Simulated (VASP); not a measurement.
# CdS (P6_3/mmc) in VASP: further runs

CdS is run at these levels: PBE, r2SCAN; tasks: single point.

All numbers are computed with VASP 6.6.1; they aren't measurements. Logs are shortened: lines on timing, memory, paths and dates and some standing lists are left out, and cuts for length are marked.

**1. The cell of the first run**

Symmetry: P6_3/mmc, No. 194, hexagonal system. The conventional cell has a = 3.841 Å, b = 3.841 Å, c = 6.445 Å, α = 90.00°, β = 90.00°, γ = 120.00°. Within 3.6 Å of Cd (site symmetry -3m) lie 6 S at 2.74 Å and 2 Cd at 3.22 Å. Within 3.6 Å of S (site symmetry -6m2) lie 6 Cd at 2.74 Å.

**2. Single point, PBE**

Input file INCAR:

```
SYSTEM = CdS
PREC = Accurate
ENCUT = 520
EDIFF = 1E-6
ISMEAR = 0
SIGMA = 0.01
LREAL = .False.
LASPH = .True.
NELM = 80
ALGO = Normal
ISIF = 2
LWAVE = .False.
LCHARG = .True.
GGA = PE
LELF = .True.
LVHAR = .True.
NBANDS = 26
```

Input file KPOINTS:

```
regular mesh
0
Gamma
  6 6 2
  0 0 0
```

Input file POSCAR:

```
CdS
1.0
    3.8410415924      0.0000000000      0.0000000000
   -1.9205207962      3.3264395960      0.0000000000
    0.0000000000      0.0000000000      6.4452705668
Cd S
2 2
Direct
    0.0000000000      0.0000000000      0.0000000000
    0.0000000000      0.0000000000      0.5000000000
    0.3333333333      0.6666666667      0.2500000000
    0.6666666667      0.3333333333      0.7500000000
```

Potentials or basis: VASP PAW PBE potentials, release 64 (Cd, S).

The run is started by

```bash
$ cat potpaw_PBE.64/Cd/POTCAR potpaw_PBE.64/S/POTCAR > POTCAR
$ mpirun -np 1 vasp_std > vasp.out
```

OUTCAR:

```text
SYSTEM = CdS
   PREC = Accurate
   ENCUT = 520
   EDIFF = 1E-6
   ISMEAR = 0
   LREAL = .False.
   LASPH = .True.
   NELM = 80
   ISIF = 2
   GGA = PE

 ion  position               nearest neighbor table
   1  0.000  0.000  0.000-   3 2.74   4 2.74   3 2.74   4 2.74   4 2.74   3 2.74   2 3.22   2 3.22

   2  0.000  0.000  0.500-   3 2.74   4 2.74   3 2.74   4 2.74   4 2.74   3 2.74   1 3.22   1 3.22

   3  0.333  0.667  0.250-   1 2.74   2 2.74   1 2.74   2 2.74   1 2.74   2 2.74
   4  0.667  0.333  0.750-   1 2.74   2 2.74   1 2.74   2 2.74   1 2.74   2 2.74

  LATTYP: Found a hexagonal cell.
 ALAT       =     3.8410415924
 C/A-ratio  =     1.6780007224

  Lattice vectors:

 A1 = (   3.8410415924,   0.0000000000,   0.0000000000)
 A2 = (  -1.9205207962,   3.3264395960,   0.0000000000)
 A3 = (   0.0000000000,   0.0000000000,   6.4452705668)

Analysis of symmetry for initial positions (statically):
=====================================================================
 Subroutine PRICEL returns:
 Original cell was already a primitive cell.

 Routine SETGRP: Setting up the symmetry group for a
 hexagonal supercell.

 Subroutine GETGRP returns: Found 24 space group operations
 (whereof 12 operations were pure point group operations)
 out of a pool of 24 trial point group operations.

The static configuration has the point symmetry D_3d.
 The point group associated with its full space group is D_6h.

Analysis of symmetry for dynamics (positions and initial velocities):
=====================================================================
 Subroutine PRICEL returns:
 Original cell was already a primitive cell.

 Routine SETGRP: Setting up the symmetry group for a
 hexagonal supercell.

 Subroutine GETGRP returns: Found 24 space group operations
 (whereof 12 operations were pure point group operations)
 out of a pool of 24 trial point group operations.

The dynamic configuration has the point symmetry D_3d.
 The point group associated with its full space group is D_6h.

 Subroutine INISYM returns: Found 24 space group operations
 (whereof 12 operations are pure point group operations),
 and found     1 'primitive' translations

----------------------------------------------------------------------------------------

                                     Primitive cell

  volume of cell :      82.3512

  direct lattice vectors                    reciprocal lattice vectors
     3.841041592  0.000000000  0.000000000     0.260346048  0.150310861  0.000000000
    -1.920520796  3.326439596  0.000000000     0.000000000  0.300621722  0.000000000
     0.000000000  0.000000000  6.445270567     0.000000000  0.000000000  0.155152525

  length of vectors
     3.841041592  3.841041592  6.445270567     0.300621722  0.300621722  0.155152525

  position of ions in fractional coordinates (direct lattice)
     0.000000000  0.000000000  0.000000000
     0.000000000  0.000000000  0.500000000
     0.333333333  0.666666667  0.250000000
     0.666666667  0.333333333  0.750000000

  ion indices of the primitive-cell ions
   primitive index   ion index
                 1           1
                 2           2
                 3           3
                 4           4

----------------------------------------------------------------------------------------

 KPOINTS: regular mesh

Automatic generation of k-mesh.
 Grid dimensions read from file:
 generate k-points for:    6    6    2

 Generating k-lattice:

  Cartesian coordinates                     Fractional coordinates (reciprocal lattice)
     0.043391008  0.025051810  0.000000000     0.166666667  0.000000000  0.000000000
     0.000000000  0.050103620  0.000000000     0.000000000  0.166666667  0.000000000
     0.000000000  0.000000000  0.077576262     0.000000000  0.000000000  0.500000000

  Length of vectors
     0.050103620  0.050103620  0.077576262

  Shift w.r.t. Gamma in fractional coordinates (k-lattice)
     0.000000000  0.000000000  0.000000000

 Subroutine IBZKPT returns following result:
 ===========================================

 Found     14 irreducible k-points:

 Following reciprocal coordinates:
            Coordinates               Weight
  0.000000  0.000000  0.000000      1.000000
  0.166667  0.000000  0.000000      6.000000
  0.333333  0.000000  0.000000      6.000000
  0.500000  0.000000  0.000000      3.000000
  0.166667  0.166667  0.000000      6.000000
  0.333333  0.166667  0.000000     12.000000
  0.333333  0.333333  0.000000      2.000000
  0.000000  0.000000  0.500000      1.000000
  0.166667  0.000000  0.500000      6.000000
  0.333333  0.000000  0.500000      6.000000
  0.500000  0.000000  0.500000      3.000000
  0.166667  0.166667  0.500000      6.000000
  0.333333  0.166667  0.500000     12.000000
  0.333333  0.333333  0.500000      2.000000
   k-points           NKPTS =     14   k-points in BZ     NKDIM =     14   number of bands    NBANDS=     26
   number of dos      NEDOS =    301   number of ions     NIONS =      4
   total plane-waves  NPLWV =  43200
   dimension x,y,z NGX =    30 NGY =   30 NGZ =   48
   dimension x,y,z NGXF=    60 NGYF=   60 NGZF=   96
   ions per type =               2   2
   NGX,Y,Z   is equivalent  to a cutoff of  12.98, 12.98, 12.38 a.u.
   NGXF,Y,Z  is equivalent  to a cutoff of  25.97, 25.97, 24.76 a.u.
 SYSTEM =  CdS
   PREC   = accura    normal or accurate (medium, high low for compatibility)
   ISTART =      0    job   : 0-new  1-cont  2-samecut
   ICHARG =      2    charge: 1-file 2-atom 10-const
   ISPIN  =      1    spin polarized calculation?
   LNONCOLLINEAR =      F non collinear calculations
   LSORBIT =      F    spin-orbit coupling
   LASPH  =      T    aspherical Exc in radial PAW
   ENCUT  =  520.0 eV  38.22 Ry    6.18 a.u.   7.14  7.14 11.98*2*pi/ulx,y,z
   NELM   =     80;   NELMIN=  2; NELMDL= -5     # of ELM steps
   EDIFF  = 0.1E-05   stopping-criterion for ELM
   LREAL  =      F    real-space projection
   EDIFFG = 0.1E-04   stopping-criterion for IOM
   NSW    =      0    number of steps for IOM
   IBRION =     -1    ionic relax: 0-MD 1-quasi-New 2-CG
   NFREE  =      0    steps in history (QN), initial steepest desc. (CG)
   ISIF   =      2    stress and relaxation
   ISYM   =      2    0-nonsym 1-usesym 2-fastsym
   POTIM  = 0.5000    time-step for ionic-motion
   TEBEG  =    0.0;   TEEND  =   0.0 temperature during run
   PSTRESS=    0.0 pullay stress
   NELECT =      36.0000    total number of electrons
   NUPDOWN=      -1.0000    fix difference up-down
   EMIN   =  10.00;   EMAX   =-10.00  energy-range for DOS
   EFERMI =   0.00;   METHOD = LEGACY
   ISMEAR =     0;   SIGMA  =   0.01  broadening in eV -4-tet -1-fermi 0-gaus
   EFERMI_NEDOS =   21; number of points for ismear=-14 and -15
   IALGO  =     38    algorithm
   IMIX   =      4    mixing-type and parameters
     AMIX     =   0.40;   BMIX     =  1.00
     AMIX_MAG =   1.60;   BMIX_MAG =  1.00
  volume/ion in A,a.u.               =      20.59       138.93
  Fermi-wavevector in a.u.,A,eV,Ry     =   1.242469  2.347927 21.003727  1.543730
  Thomas-Fermi vector in A             =   2.376823
   LORBIT       =      0    0 simple, 1 ext, 2 COOP (PROOUT), +10 PAW based schemes
   GGA     = PE    functional components
   LHFCALC =     F    Hartree Fock is set to
   AEXX    =    0.0000 exact exchange contribution
   IVDW    =     0    specifies the selected vdW correction
   LEPSILON=     F    determine dielectric tensor
   LRPA    =     F    only Hartree local field effects (RPA)
 non-spin polarized calculation
 Gauss-broadening in eV      SIGMA  =   0.01
  energy-cutoff  :      520.00
  volume of cell :       82.35
 maximum number of plane-waves:      2226
 NGX is ok and might be reduce to    30
   NGX = 15   NGY = 15   NGZ = 23

 number of electron      36.0000009 magnetization

 Free energy of the ion-electron system (eV)
  ---------------------------------------------------
  ext. energy  EPLUGINS =         0.00000000
  ---------------------------------------------------
  free energy    TOTEN  =       -11.56808316 eV

  energy without entropy =      -11.56808316  energy(sigma->0) =      -11.56808316

 E-fermi :   2.9513     XC(G=0): -10.3448

 val. band max:        2.9012885396   @ k =   0.0000   0.0000   0.0000
 cond. band min:       3.5345422330   @ k =   0.0000   0.0000   0.0000
 fundamental gap:      0.6332536933
 Fermi energy:         2.9513453266

 k-point     1 :       0.0000    0.0000    0.0000
  band No.  band energies     occupation
      1      -9.9270      2.00000
      2      -8.8536      2.00000
      3      -5.1955      2.00000
      4      -5.1387      2.00000
      5      -5.1387      2.00000
      6      -4.8364      2.00000
[... 18 lines left out ...]
     25      12.0002      0.00000
     26      12.0002      0.00000

 k-point     2 :       0.1667    0.0000    0.0000
  band No.  band energies     occupation
      1      -9.7174      2.00000
      2      -8.8709      2.00000
      3      -5.1844      2.00000
      4      -5.1272      2.00000
      5      -4.9192      2.00000
      6      -4.8701      2.00000
[... 18 lines left out ...]
     25      10.9327      0.00000
     26      11.2518      0.00000

 k-point     3 :       0.3333    0.0000    0.0000
  band No.  band energies     occupation
      1      -9.2424      2.00000
      2      -8.8786      2.00000
      3      -5.1954      2.00000
      4      -5.1451      2.00000
      5      -5.0202      2.00000
      6      -4.9599      2.00000
[... 282 lines left out ...]
 k-point    13 :       0.3333    0.1667    0.5000
  band No.  band energies     occupation
      1      -8.9182      2.00000
      2      -8.9182      2.00000
      3      -5.0072      2.00000
      4      -5.0072      2.00000
      5      -4.8617      2.00000
      6      -4.8617      2.00000
[... 18 lines left out ...]
     25      11.8782      0.00000
     26      11.8782      0.00000

 k-point    14 :       0.3333    0.3333    0.5000
  band No.  band energies     occupation
      1      -8.8492      2.00000
      2      -8.8492      2.00000
      3      -5.0790      2.00000
      4      -5.0790      2.00000
      5      -4.7901      2.00000
      6      -4.7901      2.00000
[... 18 lines left out ...]
     25      11.6050      0.00000
     26      11.6050      0.00000

------------------------ aborting loop because EDIFF is reached ----------------------------------------

  FORCE on cell =-STRESS in cart. coord.  units (eV):
  Direction    XX          YY          ZZ          XY          YZ          ZX
  --------------------------------------------------------------------------------------
  -------------------------------------------------------------------------------------
  Total        1.1426818      1.1426818      1.0556813      0.0000000      0.0000000     -0.0000000
  in kB       22.2313630     22.2313630     20.5387300      0.0000000      0.0000000     -0.0000000
  external PRESSURE =      21.6671520 kB  Pullay stress =       0.0000000 kB

 VOLUME and BASIS-vectors are now :
 -----------------------------------------------------------------------------
  energy-cutoff  :      520.00
  volume of cell :       82.35
      direct lattice vectors                 reciprocal lattice vectors
     3.841041592  0.000000000  0.000000000     0.260346048  0.150310861  0.000000000
    -1.920520796  3.326439596  0.000000000     0.000000000  0.300621722  0.000000000
     0.000000000  0.000000000  6.445270567     0.000000000  0.000000000  0.155152525

 POSITION                                       TOTAL-FORCE (eV/Angst)
 -----------------------------------------------------------------------------------
      0.00000      0.00000      0.00000        -0.000000      0.000000      0.000000
      0.00000      0.00000      3.22264        -0.000000      0.000000      0.000000
     -0.00000      2.21763      1.61132         0.000000      0.000000      0.000000
      1.92052      1.10881      4.83395         0.000000      0.000000     -0.000000
 -----------------------------------------------------------------------------------
    total drift:                               -0.000000      0.000000     -0.000000

  FREE ENERGIE OF THE ION-ELECTRON SYSTEM (eV)
  ---------------------------------------------------
  free  energy   TOTEN  =       -11.5680831587 eV

  energy  without entropy=      -11.5680831587  energy(sigma->0) =      -11.56808316
```

Wall time 46 s (1 thread of Intel Xeon 6975P-C, shared host); peak memory 0.2 GiB.

What came out:

| Item | Value |
| --- | --- |
| Free energy | -11.5681 eV |
| Pressure | 2.2 GPa |
| Band gap on the k mesh | 0.63 eV, direct |

Caveat: the k points lie up to 0.49 Å⁻¹ apart. PBE gaps usually lie below the measured ones, often by a third to a half.

**3. Single point, PBE**

Input file INCAR:

```
  PREC = Accurate
  ENCUT = 520
  EDIFF = 1E-6
  ISMEAR = 0
  SIGMA = 0.01
  LREAL = False
  LASPH = True
  NELM = 80
  ALGO = Normal
  ISIF = 2
  LWAVE = False
  LCHARG = True
  GGA = PE
  LELF = True
  LVHAR = True
  NBANDS = 26
```

Input file KPOINTS:

```
regular mesh
0
Gamma
  6 6 2
```

POSCAR is that of step 2.

Potentials or basis: VASP PAW PBE potentials, release 64 (Cd, S).

The run is started by

```bash
$ cat potpaw_PBE.64/Cd/POTCAR potpaw_PBE.64/S/POTCAR > POTCAR
$ mpirun -np 1 vasp_std > vasp.out
```

Run time: 58 s. Hardware: 1 thread of Intel Xeon 6975P-C, shared host; peak memory 0.2 GiB.

Results (log left out):

* Free energy: -11.5681 eV
* Pressure: 2.2 GPa
* Band gap on the k mesh: 0.63 eV, direct

Stress tensor (GPa, compression positive):
```
2.22 0.00 0.00
0.00 2.22 0.00
0.00 0.00 2.05
```

Levels at points of the mesh, in eV from the valence-band top:
| k point | band 14 | band 15 | band 16 | band 17 | band 18 | band 19 | band 20 | band 21 | band 22 | band 23 |
| --- | --- | --- | --- | --- | --- | --- | --- | --- | --- | --- |
| (0.00, 0.00, 0.00) | -0.92 | -0.76 | -0.76 | 0.00 | 0.00 | 0.63 | 3.45 | 6.75 | 6.75 | 7.15 |
| (0.50, 0.00, 0.00) | -3.76 | -3.11 | -2.08 | -1.50 | -0.05 | 2.54 | 3.77 | 3.79 | 5.91 | 6.91 |
| (0.00, 0.00, 0.50) | -3.53 | -0.36 | -0.36 | -0.36 | -0.36 | 3.06 | 3.06 | 6.79 | 6.79 | 7.21 |
| (0.50, 0.00, 0.50) | -4.66 | -1.35 | -1.35 | -1.18 | -1.18 | 2.10 | 2.10 | 5.90 | 5.90 | 7.98 |

Caveat: the k points lie up to 0.49 Å⁻¹ apart. A k mesh can miss the band edges.

**4. Single point, PBE**

Input file INCAR:

```
SYSTEM = CdS
PREC     = Accurate       ! precision mode
ENCUT    = 520            ! plane-wave cutoff, eV
EDIFF    = 1E-7           ! SCF threshold, eV
ISMEAR   = 0              ! smearing method
SIGMA    = 0.01           ! smearing width, eV
LREAL    = .False.        ! projectors in reciprocal space
LASPH    = .True.         ! aspherical terms in the spheres
NELM     = 60             ! most SCF steps
ALGO     = Normal         ! electronic algorithm
ISIF     = 2              ! what is computed and relaxed
LWAVE    = .False.        ! write WAVECAR
LCHARG   = .True.         ! write CHGCAR
GGA      = PE             ! functional
LELF     = .True.         ! ELF
LVHAR    = .True.       
NBANDS   = 26             ! bands
```

Input file KPOINTS:

```
Automatic mesh
0
Gamma
  6 6 4
  0 0 0
```

POSCAR is that of step 3.

The run is started by

```bash
$ cat potpaw_PBE.64/Cd/POTCAR potpaw_PBE.64/S/POTCAR > POTCAR
$ mpirun -np 1 vasp_std > vasp.out
```

Run time: 95 s. Hardware: 1 thread of Intel Xeon 6975P-C, shared host; peak memory 0.2 GiB.

It converged, with:

* Free energy: -11.5681 eV
* Pressure: 2.2 GPa
* Band gap on the k mesh: 0.63 eV, direct

Stress tensor (GPa, compression positive):
```
2.24 0.00 0.00
0.00 2.24 0.00
0.00 0.00 2.07
```

Levels at points of the mesh, in eV from the valence-band top:
| k point | band 16 | band 17 | band 18 | band 19 | band 20 | band 21 |
| --- | --- | --- | --- | --- | --- | --- |
| (0.00, 0.00, 0.00) | -0.76 | 0.00 | 0.00 | 0.63 | 3.45 | 6.75 |
| (0.50, 0.00, 0.00) | -2.08 | -1.50 | -0.05 | 2.54 | 3.77 | 3.79 |
| (0.00, 0.00, 0.50) | -0.36 | -0.36 | -0.36 | 3.06 | 3.06 | 6.80 |
| (0.50, 0.00, 0.50) | -1.35 | -1.18 | -1.18 | 2.10 | 2.10 | 5.90 |

A k mesh can miss the band edges. PBE gaps usually lie below the measured ones, often by a third to a half.

(Continued in part 2 of 2.)
